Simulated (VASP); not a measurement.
# WSe2 in VASP: a series of runs, part 2 of 2

VASP 6.6.1. Earlier steps stand in the parts before.

## (3) Single point, PBEsol

File INCAR:

```
PREC     = Accurate       # precision mode
ENCUT    = 520            # plane-wave cutoff, eV
EDIFF    = 1E-6           # SCF threshold, eV
ISMEAR   = 0              # smearing method
SIGMA    = 0.05           # smearing width, eV
LREAL    = F              # projectors in reciprocal space
LASPH    = T              # aspherical terms in the spheres
NELM     = 100            # most SCF steps
ALGO     = Normal         # electronic algorithm
ISIF     = 2              # what is computed and relaxed
LWAVE    = F              # write WAVECAR
LCHARG   = F              # write CHGCAR
GGA      = PS             # functional
NBANDS   = 20             # bands
```

File KPOINTS:

```
Automatic mesh
0
Gamma
  9 9 2
```

File POSCAR:

```
WSe2
1.0
    3.2267186148      0.0000000000      0.0000000000
   -1.6133593074      2.7944202912      0.0000000000
    0.0000000000      0.0000000000     16.6611439352
W Se
1 2
Direct
    0.0000000000      0.0000000000     -0.0030938842
    0.3333333333      0.6666666667      0.1040002956
    0.3333333333      0.6666666667      0.9032020910
```

Potentials or basis: VASP PAW PBE potentials, release 64 (W_sv, Se).

Launch:

```console
$ cat potpaw_PBE.64/W_sv/POTCAR potpaw_PBE.64/Se/POTCAR > POTCAR
$ mpirun -np 1 vasp_std > vasp.out
```

OUTCAR:

```text
PREC = Accurate
   ENCUT = 520
   EDIFF = 1E-6
   ISMEAR = 0
   LREAL = F
   LASPH = T
   NELM = 100
   ISIF = 2
   GGA = PS

 ion  position               nearest neighbor table
   1  0.000  0.000  0.997-   3 2.43   3 2.43   3 2.43   2 2.58   2 2.58   2 2.58
   2  0.333  0.667  0.104-   1 2.58   1 2.58   1 2.58
   3  0.333  0.667  0.903-   1 2.43   1 2.43   1 2.43

  LATTYP: Found a hexagonal cell.
 ALAT       =     3.2267186148
 C/A-ratio  =     5.1634945355

  Lattice vectors:

 A1 = (   3.2267186148,   0.0000000000,   0.0000000000)
 A2 = (  -1.6133593074,   2.7944202912,   0.0000000000)
 A3 = (   0.0000000000,   0.0000000000,  16.6611439352)

Analysis of symmetry for initial positions (statically):
=====================================================================
 Subroutine PRICEL returns:
 Original cell was already a primitive cell.

 Routine SETGRP: Setting up the symmetry group for a
 hexagonal supercell.

 Subroutine GETGRP returns: Found  6 space group operations
[... 162 lines left out ...]
  ---------------------------------------------------
  free energy    TOTEN  =       -23.01122212 eV

  energy without entropy =      -23.01122212  energy(sigma->0) =      -23.01122212

 E-fermi :  -0.4143     XC(G=0):  -4.9024

 val. band max:       -0.7688494907   @ k =   0.3333   0.3333   0.5000
 cond. band min:       0.9243808622   @ k =   0.2222   0.1111   0.0000
 fundamental gap:      1.6932303529
 Fermi energy:        -0.4143191995

 k-point     1 :       0.0000    0.0000    0.0000
  band No.  band energies     occupation
      1     -74.5666      2.00000
      2     -38.8802      2.00000
      3     -38.6877      2.00000
      4     -38.6877      2.00000
      5     -15.8066      2.00000
      6     -14.4293      2.00000
[... 541 lines left out ...]
     19       5.9705      0.00000
     20       8.1054      0.00000

------------------------ aborting loop because EDIFF is reached ----------------------------------------

  FORCE on cell =-STRESS in cart. coord.  units (eV):
  Direction    XX          YY          ZZ          XY          YZ          ZX
  --------------------------------------------------------------------------------------
  -------------------------------------------------------------------------------------
  Total        2.2223923      2.2223923      1.6390424     -0.0000000      0.0000000      0.0000000
  in kB       23.7013822     23.7013822     17.4800684     -0.0000000      0.0000000      0.0000000
  external PRESSURE =      21.6276109 kB  Pullay stress =       0.0000000 kB

 VOLUME and BASIS-vectors are now :
 -----------------------------------------------------------------------------
  energy-cutoff  :      520.00
  volume of cell :      150.23
      direct lattice vectors                 reciprocal lattice vectors
     3.226718615  0.000000000  0.000000000     0.309912366  0.178927988  0.000000000
    -1.613359307  2.794420291  0.000000000     0.000000000  0.357855976  0.000000000
     0.000000000  0.000000000 16.661143935     0.000000000  0.000000000  0.060019888

 POSITION                                       TOTAL-FORCE (eV/Angst)
 -----------------------------------------------------------------------------------
      0.00000      0.00000     16.60960        -0.000000     -0.000000      3.547776
     -0.00000      1.86295      1.73276        -0.000000     -0.000000     -1.162473
     -0.00000      1.86295     15.04838         0.000000      0.000000     -2.385303
 -----------------------------------------------------------------------------------
    total drift:                                0.000000     -0.000000      0.000131

  FREE ENERGIE OF THE ION-ELECTRON SYSTEM (eV)
  ---------------------------------------------------
  free  energy   TOTEN  =       -23.0112221231 eV

  energy  without entropy=      -23.0112221231  energy(sigma->0) =      -23.01122212
```

stdout:

```text
POSCAR found type information on POSCAR W Se
 POSCAR found :  2 types and       3 ions
 scaLAPACK will be used
 -----------------------------------------------------------------------------
|                                                                             |
|                                                                             |
|     You enforced a specific xc type in the INCAR file but a different       |
|     I HOPE YOU KNOW WHAT YOU ARE DOING!                                     |
|                                                                             |
 -----------------------------------------------------------------------------

 LDA part: xc-table for (Slater+PW92), standard interpolation
 POSCAR, INCAR and KPOINTS ok, starting setup
 FFT: planning ... GRIDC
 FFT: planning ... GRID_SOFT
 FFT: planning ... GRID
 WAVECAR not read
 entering main loop
```

Run time: 1.7 min. Hardware: 1 thread of Intel Xeon Platinum 8259CL at 2.50GHz (Skylake/Cascade Lake), shared host; peak memory 0.28 GiB.

What came out:

* Free energy: -23.0112 eV
* Largest force: 3.548 eV/Å
* Band gap on the k mesh: 1.69 eV, indirect (least direct gap 1.85 eV)

Forces on the atoms (eV/Å):
```
W    0.000  0.000  3.548
Se   0.000  0.000 -1.162
Se   0.000  0.000 -2.385
```

Caveat: the PAW data sets were made with another functional, which shifts forces and pressure a little; spin-orbit coupling is left out, which moves the levels of the heavy elements.

## (4) Single point, PBEsol

File INCAR:

```
  PREC = Accurate
  ENCUT = 520
  EDIFF = 1E-6
  ISMEAR = 0
  SIGMA = 0.05
  LREAL = False
  LASPH = True
  NELM = 100
  ALGO = Normal
  ISIF = 2
  LWAVE = False
  LCHARG = False
  GGA = PS
  NBANDS = 20
```

File KPOINTS:

```
regular mesh
0
Gamma
  9 9 2
```

File POSCAR:

```
WSe2
1.0
    3.2267186148      0.0000000000      0.0000000000
   -1.6133593074      2.7944202912      0.0000000000
    0.0000000000      0.0000000000     16.6611439352
W Se
1 2
Direct
    0.0000000000      0.0000000000      0.0000000000
    0.3333333333      0.6666666667      0.1003991023
    0.3333333333      0.6666666667      0.8996008977
```

Launch:

```console
$ cat potpaw_PBE.64/W_sv/POTCAR potpaw_PBE.64/Se/POTCAR > POTCAR
$ mpirun -np 1 vasp_std > vasp.out
```

It took 89 s on 1 thread of Intel Xeon Platinum 8259CL at 2.50GHz (Skylake/Cascade Lake), shared host; peak memory 0.28 GiB.

Results (log left out):

- Free energy: -23.2094 eV
- Largest force: 0.377 eV/Å
- Band gap on the k mesh: 1.76 eV, indirect (least direct gap 1.84 eV)

Forces on the atoms (eV/Å):
```
W    0.000  0.000  0.000
Se   0.000  0.000  0.377
Se   0.000  0.000 -0.377
```

Levels at points of the mesh, in eV from the valence-band top:
| k point | band 9 | band 10 | band 11 | band 12 | band 13 | band 14 | band 15 | band 16 | band 17 | band 18 |
| --- | --- | --- | --- | --- | --- | --- | --- | --- | --- | --- |
| (0.00, 0.00, 0.00) | -2.32 | -2.32 | -1.11 | -1.11 | -0.52 | 3.21 | 3.21 | 3.41 | 3.41 | 4.42 |
| (0.00, 0.00, 0.50) | -2.32 | -2.32 | -1.11 | -1.11 | -0.52 | 3.21 | 3.21 | 3.41 | 3.41 | 4.54 |

Caveat: the PAW data sets were made with another functional, which shifts forces and pressure a little; spin-orbit coupling is left out, which moves the levels of the heavy elements.

## (5) Single point, PBEsol

File INCAR:

```
PREC     = Accurate       # precision mode
ENCUT    = 520            # plane-wave cutoff, eV
EDIFF    = 1E-7           # SCF threshold, eV
ISMEAR   = 0              # smearing method
SIGMA    = 0.05           # smearing width, eV
LREAL    = F              # projectors in reciprocal space
LASPH    = T              # aspherical terms in the spheres
NELM     = 80             # most SCF steps
ALGO     = Normal         # electronic algorithm
ISIF     = 2              # what is computed and relaxed
LWAVE    = F              # write WAVECAR
LCHARG   = T              # write CHGCAR
GGA      = PS             # functional
LELF     = T              # ELF
LVHAR    = T            
NBANDS   = 20             # bands
```

File KPOINTS:

```
Automatic mesh
0
Gamma
  9 9 2
```

File POSCAR:

```
WSe2
1.0
    3.2267186148      0.0000000000      0.0000000000
   -1.6133593074      2.7944202912      0.0000000000
    0.0000000000      0.0000000000     16.6611439352
W Se
1 2
Direct
    0.0000000000      0.0000000000     -0.0020625895
    0.3333333333      0.6666666667      0.1027998978
    0.3333333333      0.6666666667      0.9020016932
```

Launch:

```console
$ cat potpaw_PBE.64/W_sv/POTCAR potpaw_PBE.64/Se/POTCAR > POTCAR
$ mpirun -np 1 vasp_std > vasp.out
```

It took 95 s on 1 thread of Intel Xeon Platinum 8259CL at 2.50GHz (Skylake/Cascade Lake), shared host; peak memory 0.28 GiB.

It converged, with:

```
Free energy            : -23.1212 eV
Largest force          : 2.369 eV/Å
Band gap on the k mesh : 1.72 eV, indirect (least direct gap 1.85 eV)
```

Forces on the atoms (eV/Å):
```
W    0.000  0.000  2.369
Se   0.000  0.000 -0.702
Se   0.000  0.000 -1.667
```

Levels at points of the mesh, in eV from the valence-band top:
```csv
k point,band 9,band 10,band 11,band 12,band 13,band 14,band 15,band 16,band 17,band 18
"(0.00, 0.00, 0.00)",-2.37,-2.37,-1.03,-1.03,-0.41,3.10,3.10,3.60,3.60,4.44
"(0.00, 0.00, 0.50)",-2.37,-2.37,-1.03,-1.03,-0.41,3.10,3.10,3.60,3.60,4.54
```

Caveat: the PAW data sets were made with another functional, which shifts forces and pressure a little; spin-orbit coupling is left out, which moves the levels of the heavy elements.
